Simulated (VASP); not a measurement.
# WS2 (P6_3/mmc) in VASP: notebook

Runs on WS2. Level: r2SCAN. Tasks: single point.

All numbers are computed with VASP 6.6.1; they aren't measurements. Logs are shortened: lines on timing, memory, paths and dates and some standing lists are left out, and cuts for length are marked.

### Step 1. The cell of the first run

Symmetry: P6_3/mmc, No. 194, hexagonal system. The conventional cell has a = 3.182 Å, b = 3.182 Å, c = 12.283 Å, α = 90.00°, β = 90.00°, γ = 120.00°. W (site symmetry -6m2) has 6 S at 2.41 Å and 6 W at 3.18 Å within 3.2 Å. Within 3.2 Å of S (site symmetry 3m) lie 3 W at 2.41 Å and 7 S at 3.11 to 3.18 Å.

### Step 2. Single point, r2SCAN (strain along c alone, the other axes held: -6.0 %, then relaxed in part)

File POSCAR:

```
WS2
1.0
    3.1816189179      0.0000000000      0.0000000000
   -1.5908094589      2.7553628080      0.0000000000
    0.0000000000      0.0000000000     12.2833377870
W S
2 4
Direct
    0.3333333333      0.6666666667      0.2500000000
    0.6666666667      0.3333333333      0.7500000000
    0.3333333333      0.6666666667      0.6234721929
    0.6666666667      0.3333333333      0.1234721929
    0.3333333333      0.6666666667      0.8765278071
    0.6666666667      0.3333333333      0.3765278071
```

File INCAR.step1:

```
SYSTEM = WS2
  ALGO = Normal
  EDIFF = 1E-4
  ENCUT = 520
  GGA = PE
  ISMEAR = 0
  LASPH = .True.
  LCHARG = .False.
  LREAL = .False.
  LWAVE = .True.
  NBANDS = 35
  NELM = 80
  PREC = Accurate
  SIGMA = 0.02
```

File INCAR.step2:

```
SYSTEM = WS2
  ALGO = Normal
  EDIFF = 1E-6
  ENCUT = 520
  ISIF = 2
  ISMEAR = 0
  ISTART = 1
  LASPH = .True.
  LCHARG = .False.
  LMIXTAU = .True.
  LREAL = .False.
  LWAVE = .False.
  METAGGA = R2SCAN
  NBANDS = 35
  NELM = 80
  PREC = Accurate
  SIGMA = 0.02
```

File KPOINTS:

```
k-points
0
Gamma
  12 12 2
  0 0 0
```

Potentials or basis: VASP PAW PBE potentials, release 64 (W_sv, S).

Command:

```sh
> cat potpaw_PBE.64/W_sv/POTCAR potpaw_PBE.64/S/POTCAR > POTCAR
> cp INCAR.step1 INCAR
> mpirun -np 1 vasp_std > vasp.out
> cp INCAR.step2 INCAR
> mpirun -np 1 vasp_std > vasp.out
```

OUTCAR:

```text
SYSTEM = WS2
   EDIFF = 1E-6
   ENCUT = 520
   ISIF = 2
   ISMEAR = 0
   ISTART = 1
   LASPH = .True.
   LREAL = .False.
   METAGGA = R2SCAN
   NELM = 80
   PREC = Accurate

 ion  position               nearest neighbor table
   1  0.333  0.667  0.250-   4 2.41   6 2.41   4 2.41   6 2.41   4 2.41   6 2.41
   2  0.667  0.333  0.750-   3 2.41   5 2.41   3 2.41   5 2.41   3 2.41   5 2.41
   3  0.333  0.667  0.623-   2 2.41   2 2.41   2 2.41
   4  0.667  0.333  0.123-   1 2.41   1 2.41   1 2.41
   5  0.333  0.667  0.877-   2 2.41   2 2.41   2 2.41
   6  0.667  0.333  0.377-   1 2.41   1 2.41   1 2.41

  LATTYP: Found a hexagonal cell.
 ALAT       =     3.1816189179
 C/A-ratio  =     3.8607193709

  Lattice vectors:

 A1 = (   3.1816189179,   0.0000000000,   0.0000000000)
 A2 = (  -1.5908094589,   2.7553628080,   0.0000000000)
 A3 = (   0.0000000000,   0.0000000000,  12.2833377870)

Analysis of symmetry for initial positions (statically):
=====================================================================
 Subroutine PRICEL returns:
 Original cell was already a primitive cell.

 Routine SETGRP: Setting up the symmetry group for a
 hexagonal supercell.

 Subroutine GETGRP returns: Found 24 space group operations
 (whereof 12 operations were pure point group operations)
 out of a pool of 24 trial point group operations.

The static configuration has the point symmetry D_3d.
 The point group associated with its full space group is D_6h.

Analysis of symmetry for dynamics (positions and initial velocities):
=====================================================================
 Subroutine PRICEL returns:
 Original cell was already a primitive cell.

 Routine SETGRP: Setting up the symmetry group for a
 hexagonal supercell.

 Subroutine GETGRP returns: Found 24 space group operations
 (whereof 12 operations were pure point group operations)
 out of a pool of 24 trial point group operations.

The dynamic configuration has the point symmetry D_3d.
 The point group associated with its full space group is D_6h.

 Subroutine INISYM returns: Found 24 space group operations
 (whereof 12 operations are pure point group operations),
 and found     1 'primitive' translations

----------------------------------------------------------------------------------------

                                     Primitive cell

  volume of cell :     107.6821

  direct lattice vectors                    reciprocal lattice vectors
     3.181618918  0.000000000  0.000000000     0.314305398  0.181464306  0.000000000
    -1.590809459  2.755362808  0.000000000     0.000000000  0.362928612  0.000000000
     0.000000000  0.000000000 12.283337787     0.000000000  0.000000000  0.081411097

  length of vectors
     3.181618918  3.181618918 12.283337787     0.362928612  0.362928612  0.081411097

  position of ions in fractional coordinates (direct lattice)
     0.333333333  0.666666667  0.250000000
     0.666666667  0.333333333  0.750000000
     0.333333333  0.666666667  0.623472193
     0.666666667  0.333333333  0.123472193
     0.333333333  0.666666667  0.876527807
     0.666666667  0.333333333  0.376527807

  ion indices of the primitive-cell ions
   primitive index   ion index
                 1           1
                 2           2
                 3           3
                 4           4
                 5           5
                 6           6

----------------------------------------------------------------------------------------

 KPOINTS: k-points

Automatic generation of k-mesh.
 Grid dimensions read from file:
 generate k-points for:   12   12    2

 Generating k-lattice:

  Cartesian coordinates                     Fractional coordinates (reciprocal lattice)
     0.026192116  0.015122026  0.000000000     0.083333333  0.000000000  0.000000000
     0.000000000  0.030244051  0.000000000     0.000000000  0.083333333  0.000000000
     0.000000000  0.000000000  0.040705548     0.000000000  0.000000000  0.500000000

  Length of vectors
     0.030244051  0.030244051  0.040705548

  Shift w.r.t. Gamma in fractional coordinates (k-lattice)
     0.000000000  0.000000000  0.000000000

 Subroutine IBZKPT returns following result:
 ===========================================

 Found     38 irreducible k-points:

 Following reciprocal coordinates:
            Coordinates               Weight
  0.000000  0.000000  0.000000      1.000000
  0.083333 -0.000000  0.000000      6.000000
  0.166667 -0.000000  0.000000      6.000000
  0.250000 -0.000000  0.000000      6.000000
  0.333333 -0.000000  0.000000      6.000000
  0.416667 -0.000000  0.000000      6.000000
[... 16 lines left out ...]
  0.250000 -0.000000  0.500000      6.000000
  0.333333 -0.000000  0.500000      6.000000
 [... further k-points ...]
   k-points           NKPTS =     38   k-points in BZ     NKDIM =     38   number of bands    NBANDS=     35
   number of dos      NEDOS =    301   number of ions     NIONS =      6
   total plane-waves  NPLWV =  55296
   dimension x,y,z NGX =    24 NGY =   24 NGZ =   96
   dimension x,y,z NGXF=    48 NGYF=   48 NGZF=  192
   ions per type =               2   4
   NGX,Y,Z   is equivalent  to a cutoff of  12.54, 12.54, 12.99 a.u.
   NGXF,Y,Z  is equivalent  to a cutoff of  25.08, 25.08, 25.99 a.u.
 SYSTEM =  WS2
   PREC   = accura    normal or accurate (medium, high low for compatibility)
   ISTART =      1    job   : 0-new  1-cont  2-samecut
   ICHARG =      0    charge: 1-file 2-atom 10-const
   ISPIN  =      1    spin polarized calculation?
   LNONCOLLINEAR =      F non collinear calculations
   LSORBIT =      F    spin-orbit coupling
   LASPH  =      T    aspherical Exc in radial PAW
   ENCUT  =  520.0 eV  38.22 Ry    6.18 a.u.   5.92  5.92 22.84*2*pi/ulx,y,z
   NELM   =     80;   NELMIN=  2; NELMDL=  0     # of ELM steps
   EDIFF  = 0.1E-05   stopping-criterion for ELM
   LREAL  =      F    real-space projection
   EDIFFG = 0.1E-04   stopping-criterion for IOM
   NSW    =      0    number of steps for IOM
   IBRION =     -1    ionic relax: 0-MD 1-quasi-New 2-CG
   NFREE  =      0    steps in history (QN), initial steepest desc. (CG)
   ISIF   =      2    stress and relaxation
   ISYM   =      2    0-nonsym 1-usesym 2-fastsym
   POTIM  = 0.5000    time-step for ionic-motion
   TEBEG  =    0.0;   TEEND  =   0.0 temperature during run
   PSTRESS=    0.0 pullay stress
   NELECT =      52.0000    total number of electrons
   NUPDOWN=      -1.0000    fix difference up-down
   EMIN   =  10.00;   EMAX   =-10.00  energy-range for DOS
   EFERMI =   0.00;   METHOD = LEGACY
   ISMEAR =     0;   SIGMA  =   0.02  broadening in eV -4-tet -1-fermi 0-gaus
   EFERMI_NEDOS =   21; number of points for ismear=-14 and -15
   IALGO  =     38    algorithm
   IMIX   =      4    mixing-type and parameters
     AMIX     =   0.40;   BMIX     =  1.00
     AMIX_MAG =   1.60;   BMIX_MAG =  1.00
  volume/ion in A,a.u.               =      17.95       121.11
  Fermi-wavevector in a.u.,A,eV,Ry     =   1.284384  2.427134 22.444740  1.649642
  Thomas-Fermi vector in A             =   2.416581
   LORBIT       =      0    0 simple, 1 ext, 2 COOP (PROOUT), +10 PAW based schemes
   METAGGA = R2SCAN    functional components
   LHFCALC =     F    Hartree Fock is set to
   AEXX    =    0.0000 exact exchange contribution
   IVDW    =     0    specifies the selected vdW correction
   LEPSILON=     F    determine dielectric tensor
   LRPA    =     F    only Hartree local field effects (RPA)
 non-spin polarized calculation
 Gauss-broadening in eV      SIGMA  =   0.02
  energy-cutoff  :      520.00
  volume of cell :      107.68
 maximum number of plane-waves:      2926
 NGX is ok and might be reduce to    24
   NGX = 11   NGY = 11   NGZ = 45

 number of electron      51.9999999 magnetization

 Free energy of the ion-electron system (eV)
  ---------------------------------------------------
  ext. energy  EPLUGINS =         0.00000000
  ---------------------------------------------------
  free energy    TOTEN  =      -140.12412223 eV

  energy without entropy =     -140.12412223  energy(sigma->0) =     -140.12412223

 E-fermi :   7.4428     XC(G=0): -11.5977

 val. band max:        7.2921605661   @ k =   0.0000   0.0000   0.0000
 cond. band min:       8.3722904775   @ k =   0.1667   0.1667   0.0000
 fundamental gap:      1.0801299114
 Fermi energy:         7.4427568684

 k-point     1 :       0.0000    0.0000    0.0000
  band No.  band energies     occupation
      1     -69.4152      2.00000
      2     -69.4152      2.00000
      3     -33.0059      2.00000
      4     -33.0058      2.00000
      5     -32.8538      2.00000
      6     -32.8538      2.00000
[... 27 lines left out ...]
     34       9.8683      0.00000
     35      12.3370      0.00000

 k-point     2 :       0.0833   -0.0000    0.0000
  band No.  band energies     occupation
      1     -69.4139      2.00000
      2     -69.4139      2.00000
      3     -33.0014      2.00000
      4     -33.0013      2.00000
      5     -32.8784      2.00000
      6     -32.8784      2.00000
[... 27 lines left out ...]
     34       9.8512      0.00000
     35      12.8789      0.00000

 k-point     3 :       0.1667   -0.0000    0.0000
  band No.  band energies     occupation
      1     -69.4104      2.00000
      2     -69.4103      2.00000
      3     -32.9889      2.00000
      4     -32.9889      2.00000
      5     -32.9452      2.00000
      6     -32.9452      2.00000
[... 27 lines left out ...]
     34      10.4063      0.00000
     35      14.0143      0.00000
[... 723 lines left out ...]
 k-point    23 :       0.2500   -0.0000    0.5000
  band No.  band energies     occupation
      1     -69.4056      2.00000
      2     -69.4056      2.00000
      3     -33.0352      2.00000
      4     -33.0352      2.00000
      5     -32.9719      2.00000
      6     -32.9719      2.00000
[... 27 lines left out ...]
     34      10.8863      0.00000
     35      14.3831      0.00000

 k-point    24 :       0.3333   -0.0000    0.5000
  band No.  band energies     occupation
      1     -69.4008      2.00000
      2     -69.4008      2.00000
      3     -33.1239      2.00000
      4     -33.1239      2.00000
      5     -32.9549      2.00000
      6     -32.9549      2.00000
[... 27 lines left out ...]
     34      11.2733      0.00000
     35      13.5728      0.00000

 [... further k-points ...]
[... 5 lines left out ...]
  --------------------------------------------------------------------------------------
  -------------------------------------------------------------------------------------
  Total        0.5094297      0.5094297      1.7745541      0.0000000      0.0000000      0.0000000
  in kB        7.5796908      7.5796908     26.4031946      0.0000000      0.0000000      0.0000000
  external PRESSURE =      13.8541921 kB  Pullay stress =       0.0000000 kB

 VOLUME and BASIS-vectors are now :
 -----------------------------------------------------------------------------
  energy-cutoff  :      520.00
  volume of cell :      107.68
      direct lattice vectors                 reciprocal lattice vectors
     3.181618918  0.000000000  0.000000000     0.314305398  0.181464306  0.000000000
    -1.590809459  2.755362808  0.000000000     0.000000000  0.362928612  0.000000000
     0.000000000  0.000000000 12.283337787     0.000000000  0.000000000  0.081411097

 POSITION                                       TOTAL-FORCE (eV/Angst)
 -----------------------------------------------------------------------------------
     -0.00000      1.83691      3.07083        -0.000000      0.000000      0.000000
      1.59081      0.91845      9.21250         0.000000     -0.000000      0.000000
     -0.00000      1.83691      7.65832        -0.000000      0.000000     -0.028883
      1.59081      0.91845      1.51665        -0.000000     -0.000000     -0.028883
     -0.00000      1.83691     10.76669         0.000000      0.000000      0.028883
      1.59081      0.91845      4.62502        -0.000000     -0.000000      0.028883
 -----------------------------------------------------------------------------------
    total drift:                               -0.000000      0.000000     -0.000000

  FREE ENERGIE OF THE ION-ELECTRON SYSTEM (eV)
  ---------------------------------------------------
  free  energy   TOTEN  =      -140.1241222300 eV

  energy  without entropy=     -140.1241222300  energy(sigma->0) =     -140.12412223
```

Run time: 3.6 min. Hardware: 1 thread of Intel Xeon 6975P-C (Granite Rapids), shared host; peak memory 0.3 GiB.

What came out:

```
Free energy            : -140.1241 eV
Pressure               : 1.4 GPa
Largest force          : 0.029 eV/Å
Band gap on the k mesh : 1.08 eV, indirect (least direct gap 1.83 eV)
```

Forces in eV/Å, atoms in the order of the input:
```
W    0.000  0.000  0.000
W    0.000  0.000  0.000
S    0.000  0.000 -0.029
S    0.000  0.000 -0.029
S    0.000  0.000  0.029
S    0.000  0.000  0.029
```

Caveat: the cell differs from its parent crystal (strain along c alone, the other axes held: -6.0 %, then relaxed in part); the PAW data sets were made with another functional, which shifts forces and pressure a little; spin-orbit coupling is left out, which moves the levels of the heavy elements. A k mesh can miss the band edges.

### Step 3. Single point, r2SCAN

POSCAR is that of step 2.

File INCAR.step1:

```
  ALGO = Normal
  EDIFF = 1E-4
  ENCUT = 520
  GGA = PE
  ISMEAR = 0
  LASPH = True
  LCHARG = False
  LREAL = False
  LWAVE = True
  NBANDS = 35
  NELM = 100
  PREC = Accurate
  SIGMA = 0.02
```

File INCAR.step2:

```
  ALGO = Normal
  EDIFF = 1E-6
  ENCUT = 520
  ISIF = 2
  ISMEAR = 0
  ISTART = 1
  LASPH = True
  LCHARG = False
  LMIXTAU = True
  LREAL = False
  LWAVE = False
  METAGGA = R2SCAN
  NBANDS = 35
  NELM = 100
  PREC = Accurate
  SIGMA = 0.02
```

File KPOINTS:

```
k-points
0
Gamma
  12 12 2
```

Potentials or basis: VASP PAW PBE potentials, release 64 (W_sv, S).

Command:

```sh
> cat potpaw_PBE.64/W_sv/POTCAR potpaw_PBE.64/S/POTCAR > POTCAR
> cp INCAR.step1 INCAR
> mpirun -np 1 vasp_std > vasp.out
> cp INCAR.step2 INCAR
> mpirun -np 1 vasp_std > vasp.out
```

Run time: 3.2 min. Hardware: 1 thread of Intel Xeon 6975P-C (Granite Rapids), shared host; peak memory 0.3 GiB.

The run converged. Its results:

```yaml
Free_energy: -140.1241 eV
Pressure: 1.4 GPa
Largest_force: 0.029 eV/Å
Band_gap_on_the_k_mesh: 1.08 eV, indirect (least direct gap 1.83 eV)
```

Forces on the atoms (eV/Å):
```
W    0.000  0.000  0.000
W    0.000  0.000  0.000
S    0.000  0.000 -0.029
S    0.000  0.000 -0.029
S    0.000  0.000  0.029
S    0.000  0.000  0.029
```

Stress tensor (GPa, compression positive):
```
0.76 0.00 0.00
0.00 0.76 0.00
0.00 0.00 2.64
```

Levels at points of the mesh, in eV from the valence-band top:
| k point | band 23 | band 24 | band 25 | band 26 | band 27 | band 28 | band 29 | band 30 |
| --- | --- | --- | --- | --- | --- | --- | --- | --- |
| (0.00, 0.00, 0.00) | -2.53 | -1.64 | -1.18 | 0.00 | 2.31 | 2.31 | 2.32 | 2.32 |
| (0.50, 0.00, 0.00) | -2.32 | -2.12 | -1.87 | -1.66 | 2.22 | 2.27 | 2.59 | 2.82 |
| (0.00, 0.00, 0.50) | -2.56 | -2.56 | -0.32 | -0.32 | 2.30 | 2.30 | 2.30 | 2.30 |
| (0.50, 0.00, 0.50) | -2.22 | -2.22 | -1.75 | -1.75 | 2.24 | 2.24 | 2.73 | 2.73 |

Caveat: the PAW data sets were made with another functional, which shifts forces and pressure a little; spin-orbit coupling is left out, which moves the levels of the heavy elements. A k mesh can miss the band edges.
